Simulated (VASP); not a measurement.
Set up this calculation in VASP 6.6.1, as the native input.

```
Task                   : single point
Functional             : PBE
Potentials or basis    : VASP PAW PBE potentials, release 64 (Sb)
Cutoff                 : 520 eV
k mesh                 : 40 × 40 × 40
Occupations            : fermi-dirac, width 0.0612256 eV
Spin                   : no spin polarisation
Dipole correction      : no
Further INCAR settings : ALGO = Normal; EDIFF = 1e-07; NBANDS = 8
```

The structure of Sb lies in POSCAR:

```
Sb
1.0
   -1.9309394113      1.9309394113      1.9309394113
    1.9309394113     -1.9309394113      1.9309394113
    1.9309394113      1.9309394113     -1.9309394113
Sb
1
Direct
    0.0000000000      0.0000000000      0.0000000000
```

This isn't the form of Sb at room conditions, which is rhombohedral.

These files were run (other wordings do the same):

INCAR

```
ALGO     = Normal         # electronic algorithm
EDIFF    = 1E-7           # SCF threshold, eV
ENCUT    = 520            # plane-wave cutoff, eV
GGA      = PE             # functional
ISIF     = 2              # what is computed and relaxed
ISMEAR   = -1             # smearing method
LASPH    = T              # aspherical terms in the spheres
LCHARG   = F              # write CHGCAR
LREAL    = F              # projectors in reciprocal space
LWAVE    = F              # write WAVECAR
NBANDS   = 8              # bands
NELM     = 80             # most SCF steps
PREC     = Accurate       # precision mode
SIGMA    = 0.06122561905347299 # smearing width, eV
```

KPOINTS

```
k-points
0
Gamma
  40 40 40
```

Potentials or basis: VASP PAW PBE potentials, release 64 (Sb).

Launch:

```bash
$ cat potpaw_PBE.64/Sb/POTCAR > POTCAR
$ mpirun -np 1 vasp_std > vasp.out
```

Results of the run:

The pressure is -3.1 GPa and the band gap on the k mesh is zero (an odd number of electrons rules out a gap without spin polarisation).

Caveat: the cell stands under tension; spin-orbit coupling is left out, which moves the levels of the heavy elements; an odd number of electrons without spin polarisation forces a metal; a magnetic or distorted state may lie lower.

Run time: 9.1 min on 1 thread of Intel Xeon 8259CL (shared host), peak memory 0.49 GiB.
